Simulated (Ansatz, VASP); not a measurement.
**CdSe in VASP and in Ansatz**

The input INCAR:

```
PREC     = Accurate       # precision mode
ENCUT    = 520            # plane-wave cutoff, eV
EDIFF    = 1E-7           # SCF threshold, eV
ISMEAR   = 0              # smearing method
SIGMA    = 0.05           # smearing width, eV
LREAL    = F              # projectors in reciprocal space
LASPH    = T              # aspherical terms in the spheres
NELM     = 60             # most SCF steps
ALGO     = Normal         # electronic algorithm
ISIF     = 2              # what is computed and relaxed
LWAVE    = F              # write WAVECAR
LCHARG   = T              # write CHGCAR
GGA      = PE             # functional
LELF     = T              # ELF
LVHAR    = T            
NBANDS   = 26             # bands
```

The input KPOINTS:

```
regular mesh
0
Gamma
  6 6 4
```

File POSCAR:

```
CdSe
1.0
    4.4059624121      0.0000000000      0.0000000000
   -2.2029812060      3.8156753770      0.0000000000
    0.0000000000      0.0000000000      6.6644400000
Cd Se
2 2
Direct
    0.6666666667      0.3333333333      0.0000000000
    0.3333333333      0.6666666667      0.5000000000
    0.6666666667      0.3333333333      0.3750000000
    0.3333333333      0.6666666667      0.8750000000
```

Input for Ansatz:

```yaml
crystal:
  lattice:
    - [4.4059624121, 0.0, 0.0]
    - [-2.202981206, 3.815675377, 0.0]
    - [0.0, 0.0, 6.66444]
  atoms:
    - { symbol: Cd, position: [0.6666666667, 0.3333333333, 0.0] }
    - { symbol: Cd, position: [0.3333333333, 0.6666666667, 0.5] }
    - { symbol: Se, position: [0.6666666667, 0.3333333333, 0.375] }
    - { symbol: Se, position: [0.3333333333, 0.6666666667, 0.875] }
basis:
  ecutwfc: 420
kpoints:
  mp_grid: { grid: [6, 6, 4] }
hamiltonian:
  xc: pbe
scf:
  occupations: { method: gaussian, width: 0.05 }
output:
  forces: true
  stress: true
  eigenvalues: true
  write_density: true
  write_potential: true
  elf: true
  volumetric_format: npy
```

Change from the starting cell: strain +0.025 along x and y, -0.050 along z, atoms carried along.

Alike in both runs: task single point; functional PBE; k mesh 6 × 6 × 4; occupations gaussian, width 0.05 eV; no spin polarisation.

|  | VASP | Ansatz |
| --- | --- | --- |
| version | VASP 6.6.1 | Ansatz 0.2.0 |
| potentials or method | VASP PAW PBE potentials, release 64 (Cd, Se), cutoff 520 eV | scalar-relativistic, plane waves, PAW |
| valence electrons in the cell | 36 | 72 |

Ansatz gave:

| Item | Value |
| --- | --- |
| gap on the k mesh at the Fermi level (eV) | 0.69 |
| least direct gap on the mesh (eV) | 0.69 |
| pressure (GPa) | 3.7 |
| traceless stress, the component that is largest in VASP (GPa) | 5.74 |
| rms of the force components (eV/Å) | 0.477 |

What did VASP give for the same quantities?

gap on the k mesh at the Fermi level (eV): 0.69; least direct gap on the mesh (eV): 0.69; pressure (GPa): 4.1; traceless stress, the component that is largest in VASP (GPa): 5.88; rms of the force components (eV/Å): 0.494.

Atom by atom the forces differ by 0.017 eV/Å (rms over components). With one functional, cell and mesh, what is left measures potentials, basis and numerics. VASP's potentials hold 36 valence electrons a cell and Ansatz's 72, so a difference there can come from the potentials and not from the codes.
